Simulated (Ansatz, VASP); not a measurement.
**Sn in VASP and in Ansatz**

```
CELL_PARAMETERS angstrom
-1.89465 1.89465 1.89465
1.89465 -1.89465 1.89465
1.89465 1.89465 -1.89465
ATOMIC_POSITIONS crystal
Sn 0.00000 0.00000 0.00000
```

Alike in both runs: task single point; functional RPBE; k mesh 6 × 6 × 6; occupations gaussian, width 0.1 eV; no spin polarisation.

|  | VASP | Ansatz |
| --- | --- | --- |
| version | VASP 6.6.1 | Ansatz 0.2.0 |
| potentials or method | VASP PAW PBE potentials, release 64 (Sn_d), cutoff 500 eV | scalar-relativistic, plane waves, PAW |
| valence electrons in the cell | 14 | 14 |

```csv
,VASP,Ansatz,Ansatz less VASP
gap on the k mesh at the Fermi level (eV),none,none,-
pressure (GPa),2.2,2.2,+0.01
```

VASP's potentials were made for PBE, not for RPBE. A gap of «none» marks a metal or a gap that the smearing closes.

The k mesh is coarse, so the values compare programs but aren't converged.
